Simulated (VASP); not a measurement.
Here is a VASP 6.6.1 calculation.

INCAR

```
SYSTEM = Cu
PREC = Accurate
ENCUT = 520
EDIFF = 1E-6
ISMEAR = 1
SIGMA = 0.1
LREAL = .FALSE.
LASPH = .TRUE.
NELM = 100
ALGO = Normal
ISIF = 2
LWAVE = .FALSE.
LCHARG = .FALSE.
GGA = PE
NBANDS = 18
```

The input KPOINTS:

```
regular mesh
0
G
  10 10 10
  0 0 0
```

File POSCAR:

```
Cu
1.0
    1.2184636900     -3.9763780104      0.0000000000
    1.2184636900      3.9763780104      0.0000000000
    0.0000000000      0.0000000000      2.4754955235
Cu
2
Direct
    0.8661333500      0.1338666500      0.7500000000
    0.1338666500      0.8661333500      0.2500000000
```

Potentials or basis: VASP PAW PBE potentials, release 64 (Cu).

The run is started by

```sh
$ cat potpaw_PBE.64/Cu/POTCAR > POTCAR
$ mpirun -np 1 vasp_std > vasp.out
```

Problem. Estimate the pressure.

Solution. 7.0 GPa.

Problem. Estimate the largest force.

Solution. 0.050 eV/Å.

Stress tensor (GPa, compression positive):
```
6.96 0.00 0.00
0.00 6.35 0.00
0.00 0.00 7.55
```

Caveat: the cell stands under pressure.
